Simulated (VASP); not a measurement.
# BN (Qingsongite) (F-43m) in VASP: settings compared, part 2 of 2

VASP 6.6.1. The steps go on from the part before.

## 3. Relaxation of cell and atoms, PBE

File INCAR:

```
SYSTEM = BN
  PREC = Accurate
  ENCUT = 600
  EDIFF = 1E-6
  ISMEAR = 0
  SIGMA = 0.01
  LREAL = .False.
  LASPH = .True.
  NELM = 80
  ALGO = Normal
  ISIF = 3
  LWAVE = .False.
  LCHARG = .False.
  GGA = PE
  IBRION = 2
  NSW = 100
  EDIFFG = -0.05
```

File KPOINTS:

```
Automatic mesh
0
Gamma
  10 10 10
  0 0 0
```

File POSCAR:

```
BN
1.0
    0.0000000000      1.8075000000      1.8075000000
    1.8075000000      0.0000000000      1.8075000000
    1.8075000000      1.8075000000      0.0000000000
B N
1 1
Direct
    0.0000000000      0.0000000000      0.0000000000
    0.2500000000      0.2500000000      0.2500000000
```

Potentials or basis: VASP PAW PBE potentials, release 64 (B, N).

Launch:

```bash
$ cat potpaw_PBE.64/B/POTCAR potpaw_PBE.64/N/POTCAR > POTCAR
$ mpirun -np 1 vasp_std > vasp.out
```

Wall time 8.4 s (1 thread of Intel Xeon Platinum 8488C (Sapphire Rapids), shared host); peak memory 0.12 GiB.

It converged, with:

```yaml
Free_energy: -17.4543 eV
Relaxed_volume: 5.95 Å³/atom
Relaxed_cell: a = 2.563 Å, b = 2.563 Å, c = 2.563 Å, α = 60.00°, β = 60.00°, γ = 60.00°
Space_group_after_relaxing_to_0.05_Å: F-43m (No. 216)
Energy_gained_by_relaxing: 0.4 meV/atom
Ionic_steps: 3
Pressure_after_relaxing: 0.0 GPa
Band_gap_on_the_k_mesh: 4.45 eV, indirect (least direct gap 8.78 eV)
```

Step by step:
| step | energy change (eV) | largest force (eV/Å) | pressure (GPa) | volume (Å³) |
| --- | --- | --- | --- | --- |
| 1 | 0.0000 | 0.0000 | 3.02 | 11.81 |
| 2 | 0.0000 | 0.0000 | -2.99 | 12.00 |
| 3 | -0.0009 | 0.0000 | 0.01 | 11.90 |

Final structure:
```
B N
1.0
     0.00000    1.81228    1.81228
     1.81228    0.00000    1.81228
     1.81228    1.81228    0.00000
B N
1 1
Direct
  0.00000 0.00000 0.00000
  0.25000 0.25000 0.25000
```

Levels at points of the mesh, in eV from the valence-band top:
```
           k point  band 1  band 2  band 3  band 4  band 5  band 6  band 7  band 8
(0.00, 0.00, 0.00)  -20.14    0.00    0.00    0.00    8.78    8.78    8.78   10.22
(0.50, 0.00, 0.00)  -15.96  -10.62   -1.93   -1.93   10.04   10.66   10.66   15.18
(0.50, 0.50, 0.00)  -14.61   -8.86   -4.86   -4.86    4.45    9.19   17.80   17.80
```

A k mesh can miss the band edges. Zero-point motion and thermal expansion aren't in these numbers.

## 4. Relaxation of cell and atoms, PBEsol

File INCAR:

```
PREC     = Accurate       # precision mode
ENCUT    = 600            # plane-wave cutoff, eV
EDIFF    = 1E-6           # SCF threshold, eV
ISMEAR   = 0              # smearing method
SIGMA    = 0.01           # smearing width, eV
LREAL    = F              # projectors in reciprocal space
LASPH    = T              # aspherical terms in the spheres
NELM     = 80             # most SCF steps
ALGO     = Normal         # electronic algorithm
ISIF     = 3              # what is computed and relaxed
LWAVE    = F              # write WAVECAR
LCHARG   = F              # write CHGCAR
GGA      = PS             # functional
IBRION   = 2              # ionic algorithm
NSW      = 100            # ionic steps
EDIFFG   = -0.05          # ionic threshold
```

File KPOINTS:

```
regular mesh
0
Gamma
  10 10 10
```

POSCAR is that of step 3.

Potentials or basis: VASP PAW PBE potentials, release 64 (B, N).

Launch:

```bash
$ cat potpaw_PBE.64/B/POTCAR potpaw_PBE.64/N/POTCAR > POTCAR
$ mpirun -np 1 vasp_std > vasp.out
```

OUTCAR:

```text
PREC = Accurate
   ENCUT = 600
   EDIFF = 1E-6
   ISMEAR = 0
   LREAL = F
   LASPH = T
   NELM = 80
   ISIF = 3
   GGA = PS
   IBRION = 2
   NSW = 100
   EDIFFG = -0.05

 ion  position               nearest neighbor table
   1  0.000  0.000  0.000-   2 1.57   2 1.57   2 1.57   2 1.57
   2  0.250  0.250  0.250-   1 1.57   1 1.57   1 1.57   1 1.57

  LATTYP: Found a face centered cubic cell.
 ALAT       =     3.6150000000

  Lattice vectors:

 A1 = (   0.0000000000,   1.8075000000,   1.8075000000)
 A2 = (   1.8075000000,   0.0000000000,   1.8075000000)
 A3 = (   1.8075000000,   1.8075000000,   0.0000000000)

Analysis of symmetry for initial positions (statically):
=====================================================================
 Subroutine PRICEL returns:
 Original cell was already a primitive cell.

[... 251 lines left out ...]

 E-fermi :   7.5469     XC(G=0): -13.0502

 val. band max:        7.4482881387   @ k =   0.0000   0.0000   0.0000
 cond. band min:      11.7323101440   @ k =   0.5000   0.5000   0.0000
 fundamental gap:      4.2840220053
 Fermi energy:         7.5468616123

 k-point     1 :       0.0000    0.0000    0.0000
  band No.  band energies     occupation
      1     -12.8842      2.00000
      2       7.4483      2.00000
      3       7.4483      2.00000
      4       7.4483      2.00000
      5      16.2423      0.00000
      6      16.2423      0.00000
      7      16.2423      0.00000
      8      17.8288      0.00000
[... 243 lines left out ...]
 k-point    24 :       0.4000    0.3000    0.0000
  band No.  band energies     occupation
      1      -9.0555      2.00000
      2       0.6232      2.00000
      3       2.8695      2.00000
      4       3.3156      2.00000
      5      13.4159      0.00000
      6      17.9906      0.00000
      7      22.9696      0.00000
      8      23.0609      0.00000

 [... further k-points ...]
[... 5 lines left out ...]
  --------------------------------------------------------------------------------------
  -------------------------------------------------------------------------------------
  Total        0.0001856      0.0001856      0.0001856      0.0000000      0.0000000     -0.0000000
  in kB        0.0253501      0.0253501      0.0253501      0.0000000      0.0000000     -0.0000000
  external PRESSURE =       0.0253501 kB  Pullay stress =       0.0000000 kB
[... 17 lines left out ...]
  FREE ENERGIE OF THE ION-ELECTRON SYSTEM (eV)
  ---------------------------------------------------
  free  energy   TOTEN  =       -18.3509953519 eV

  energy  without entropy=      -18.3509953519  energy(sigma->0) =      -18.35099535

 reached required accuracy - stopping structural energy minimisation
```

OSZICAR:

```text
N       E                     dE             d eps       ncg     rms          rms(c)
DAV:   1     0.117739442589E+02    0.11774E+02   -0.58483E+03   792   0.113E+03
DAV:   2    -0.190637767098E+02   -0.30838E+02   -0.29284E+02  1088   0.200E+02
DAV:   3    -0.192955389017E+02   -0.23176E+00   -0.23176E+00   888   0.200E+01
DAV:   4    -0.192957128424E+02   -0.17394E-03   -0.17394E-03  1000   0.533E-01
[... 17 lines left out ...]
DAV:   1    -0.183518544553E+02   -0.15905E-02   -0.26762E-02   800   0.169E+00    0.212E-01
DAV:   2    -0.183510463609E+02    0.80809E-03   -0.37320E-03   920   0.494E-01    0.567E-02
DAV:   3    -0.183510080766E+02    0.38284E-04   -0.97988E-05   864   0.103E-01    0.229E-02
DAV:   4    -0.183509956973E+02    0.12379E-04   -0.16661E-05   888   0.368E-02    0.650E-03
DAV:   5    -0.183509953519E+02    0.34544E-06   -0.49225E-07   400   0.653E-03
   3 F= -.18350995E+02 E0= -.18350995E+02  d E =-.678770E-03
```

It took 7.3 s on 1 thread of Intel Xeon Platinum 8488C (Sapphire Rapids), shared host; peak memory 0.12 GiB.

Results:

```yaml
Free_energy: -18.3510 eV
Relaxed_volume: 5.86 Å³/atom
Relaxed_cell: a = 2.550 Å, b = 2.550 Å, c = 2.550 Å, α = 60.00°, β = 60.00°, γ = 60.00°
Space_group_after_relaxing_to_0.05_Å: F-43m (No. 216)
Energy_gained_by_relaxing: 0.3 meV/atom
Ionic_steps: 3
Pressure_after_relaxing: 0.0 GPa
Band_gap_on_the_k_mesh: 4.28 eV, indirect (least direct gap 8.79 eV)
```

The path:
```csv
step,energy change (eV),largest force (eV/Å),pressure (GPa),volume (Å³)
1,0.0000,0.0000,-2.64,11.81
2,0.0001,0.0000,2.83,11.64
3,-0.0007,0.0000,0.00,11.73
```

Final structure:
```
CELL_PARAMETERS angstrom
0.00000 1.80332 1.80332
1.80332 0.00000 1.80332
1.80332 1.80332 0.00000
ATOMIC_POSITIONS crystal
B 0.00000 0.00000 0.00000
N 0.25000 0.25000 0.25000
```

Levels at points of the mesh, in eV from the valence-band top:
```csv
k point,band 1,band 2,band 3,band 4,band 5,band 6,band 7,band 8
"(0.00, 0.00, 0.00)",-20.33,0.00,0.00,0.00,8.79,8.79,8.79,10.38
"(0.50, 0.00, 0.00)",-16.03,-10.84,-1.96,-1.96,10.18,10.66,10.66,15.15
"(0.50, 0.50, 0.00)",-14.64,-9.01,-4.97,-4.97,4.28,9.13,17.98,17.98
```

Caveat: the PAW data sets were made with another functional, which shifts forces and pressure a little. A k mesh can miss the band edges.

## 5. Summary

| level | gap on the mesh (eV) | pressure (GPa) | relaxed volume (Å³/atom) |
| --- | --- | --- | --- |
| RPBE | 4.47 | 0.0 | 6.05 |
| PBE | 4.45 | 0.0 | 5.95 |
| PBEsol | 4.28 | 0.0 | 5.86 |

Alike in all rows: task relaxation of cell and atoms; potentials or basis VASP PAW PBE potentials, release 64 (B, N); no spin polarisation; cell relaxed; k mesh 10 × 10 × 10; cutoff (eV) 600; smearing gaussian 0.01 eV.

Caveats: the PAW data sets were made with another functional, which shifts forces and pressure a little (some runs).

Absolute energies hang on the potentials; compare differences alone.
